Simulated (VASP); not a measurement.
Wanted: the native input for a VASP 6.6.1 run.

- Task: single point
- Functional: PBE
- Dispersion: D3(BJ)
- Potentials or basis: VASP PAW PBE potentials, release 64 (N)
- Cutoff: 520 eV
- k mesh: 7 × 7 × 2
- Occupations: gaussian, width 0.05 eV
- Spin: no spin polarisation
- Dipole correction: no
- Further INCAR settings: ALGO = Normal; EDIFF = 1e-06; NBANDS = 30

The structure of N lies in POSCAR:

```
N
1.0
   -3.8165516810      0.0000000000      0.0000000000
   -1.9082758405     -3.3052307106      0.0000000000
   -0.9543287478     -0.5509819595     14.8290392674
N
8
Direct
    0.1812760168      0.1812760168      0.9121614671
    0.2646260168      0.2646260168      0.4121614671
    0.1936656499      0.1936656499      0.8378385329
    0.2770156499      0.2770156499      0.3378385329
    0.6396343501      0.6396343501      0.1621614671
    0.5562843501      0.5562843501      0.6621614671
    0.6520239832      0.6520239832      0.0878385329
    0.5686739832      0.5686739832      0.5878385329
```

This cell differs from its parent crystal: the part above a cut slid along it.

These files were run (other wordings do the same):

INCAR

```
  PREC = Accurate
  ENCUT = 520
  EDIFF = 1E-6
  ISMEAR = 0
  SIGMA = 0.05
  LREAL = False
  LASPH = True
  NELM = 60
  ALGO = Normal
  ISIF = 2
  LWAVE = False
  LCHARG = False
  GGA = PE
  IVDW = 12
  NBANDS = 30
```

KPOINTS

```
Automatic mesh
0
Gamma
  7 7 2
```

Potentials or basis: VASP PAW PBE potentials, release 64 (N).

Command:

```sh
$ cat potpaw_PBE.64/N/POTCAR > POTCAR
$ mpirun -np 1 vasp_std > vasp.out
```

It gave:

| Quantity | Value |
| --- | --- |
| Pressure | 2.0 GPa |
| Largest force | 1.747 eV/Å |
| Band gap on the k mesh | 7.00 eV (least direct gap 7.02 eV) |
| Dispersion energy per atom | -0.052 eV |

Caveat: the cell differs from its parent crystal (the part above a cut slid along it); the standard files for N, O and F lose accuracy on very short bonds; the stress differs along the axes, from -0 to 6 GPa; forces of over 1 eV/Å act on the atoms, so gaps and moduli don't describe the material at rest.

Wall time 2.6 min on 1 thread of Oxide Virtual Turin-like Processor, on a shared host, peak memory 0.3 GiB.
